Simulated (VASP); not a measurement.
Cd, 1 atom in the cell. Symmetry: R-3m, No. 166, trigonal system. Conventional cell: a = 3.237 Å, b = 3.237 Å, c = 7.397 Å, α = 90.00°, β = 90.00°, γ = 120.00°. Within 4.1 Å of Cd (site symmetry -3m) lie 12 Cd at 3.09 to 3.24 Å. 

```yaml
Program: VASP 6.6.1
Task: single point
Functional: PBE
Potentials_or_basis: VASP PAW PBE potentials, release 64 (Cd)
Cutoff: 520 eV
k_mesh: 10 × 10 × 10
Occupations: fermi-dirac, width 0.05 eV
Spin: no spin polarisation
Dipole_correction: no
Further_INCAR_settings: ALGO = Normal; EDIFF = 1e-06; NBANDS = 12
```

Potentials or basis: VASP PAW PBE potentials, release 64 (Cd).

Command:

```bash
$ cat potpaw_PBE.64/Cd/POTCAR > POTCAR
$ mpirun -np 1 vasp_std > vasp.out
```

Hardware: 1 thread of Intel(R) Xeon(R) Platinum 8375C CPU @ 2.90GHz (Ice Lake), on a shared host.

**Question.** How long does it take, and how much memory?

**Answer.** Wall time 14 s on 1 thread of Intel(R) Xeon(R) Platinum 8375C CPU @ 2.90GHz (Ice Lake), with other jobs on the host, peak memory 0.15 GiB. Counts: scf iterations 11, k points 116.
